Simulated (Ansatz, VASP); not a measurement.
This is a calculation of In for VASP 6.6.1.

The input INCAR:

```
SYSTEM = In
PREC     = Accurate       ! precision mode
ENCUT    = 520            ! plane-wave cutoff, eV
EDIFF    = 1E-6           ! SCF threshold, eV
ISMEAR   = 0              ! smearing method
SIGMA    = 0.02           ! smearing width, eV
LREAL    = .False.        ! projectors in reciprocal space
LASPH    = .True.         ! aspherical terms in the spheres
NELM     = 60             ! most SCF steps
ALGO     = Fast           ! electronic algorithm
ISIF     = 2              ! what is computed and relaxed
LWAVE    = .False.        ! write WAVECAR
LCHARG   = .False.        ! write CHGCAR
GGA      = PE             ! functional
NBANDS   = 12             ! bands
```

Contents of KPOINTS:

```
Automatic mesh
0
Gamma
  11 11 11
  0 0 0
```

Contents of POSCAR:

```
In
1.0
   -1.6254700000      1.6254700000      2.4737000000
    1.6254700000     -1.6254700000      2.4737000000
    1.6254700000      1.6254700000     -2.4737000000
In
1
Direct
    0.0000000000      0.0000000000      0.0000000000
```

Potentials or basis: VASP PAW PBE potentials, release 64 (In_d).

Launch:

```console
$ cat potpaw_PBE.64/In_d/POTCAR > POTCAR
$ mpirun -np 1 vasp_std > vasp.out
```

Problem. Translate it to Ansatz 0.2.0. Potentials there: Ansatz PAW.

Solution. As run (the cutoff follows the program's own potentials):

The input input.yaml:

```yaml
crystal:
  lattice:
    - [-1.62547, 1.62547, 2.4737]
    - [1.62547, -1.62547, 2.4737]
    - [1.62547, 1.62547, -2.4737]
  atoms:
    - { symbol: In, position: [0.0, 0.0, 0.0] }
hamiltonian:
  xc: pbe
  pseudopotentials: { kind: paw }
kpoints:
  mp_grid: { grid: [11, 11, 11] }
scf:
  occupations: { method: gaussian, width: 0.02 }
output:
  forces: true
  stress: true
  eigenvalues: true
```

Potentials or basis: Ansatz PAW.

The run is started by

```bash
$ ansatz run input.yaml --threads 2 --pin off --max-ram 5632MiB --backend cpu --events-out ev --progress --plain --runs-dir out
```

Both were run:

|  | VASP | Ansatz | Ansatz less VASP |
| --- | --- | --- | --- |
| gap on the k mesh at the Fermi level (eV) | none | none | - |
| pressure (GPa) | 1.9 | 2.0 | +0.08 |
| traceless stress, the component that is largest in VASP (GPa) | -0.43 | -0.43 | +0.005 |

A gap of «none» marks a metal or a gap that the smearing closes. The functional is the same, so the differences come from potentials, cutoffs and numerics.
